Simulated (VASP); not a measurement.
**Ru: single point with PBE+D4**

The system is Ru.

```xyz
2
Lattice="2.7589 0.0000 0.0000 -1.3794 2.3893 0.0000 0.0000 0.0000 4.3659" Properties=species:S:1:pos:R:3 pbc="T T T"
Ru    1.3794    0.7964    3.2744
Ru    0.0000    1.5928    1.0915
```

```yaml
Program: VASP 6.6.1
Task: single point
Functional: PBE
Dispersion: D4
Potentials_or_basis: VASP PAW PBE potentials, release 64 (Ru_pv)
Cutoff: 520 eV
k_mesh: 11 × 11 × 6
Occupations: fermi-dirac, width 0.05 eV
Spin: no spin polarisation
Dipole_correction: no
Further_INCAR_settings: ALGO = Normal; EDIFF = 1e-06; NBANDS = 21
```

- Pressure: -17.7 GPa
- Band gap on the k mesh: zero (band 14 reaches 13.16 eV, above the bottom of band 15 at 10.37 eV)
- Dispersion energy per atom: -0.497 eV

Stress tensor (GPa, compression positive):
```
-17.33   0.00   0.00
  0.00 -17.33   0.00
  0.00   0.00 -18.48
```

Levels at points of the mesh, in eV from the Fermi level:
| k point | band 12 | band 13 | band 14 | band 15 | band 16 | band 17 |
| --- | --- | --- | --- | --- | --- | --- |
| (0.00, 0.00, 0.00) | -1.69 | -1.69 | -1.21 | -1.21 | 1.14 | 1.14 |
| (0.00, 0.00, 0.50) | -2.46 | -2.46 | -2.46 | 0.55 | 0.55 | 0.55 |

It took 40 s on 1 thread of Intel(R) Xeon(R) Platinum 8259CL CPU @ 2.50GHz (Skylake/Cascade Lake), on a shared host, peak memory 0.17 GiB.

Caveat: pairwise dispersion overbinds metals, which lowers pressure and volume.
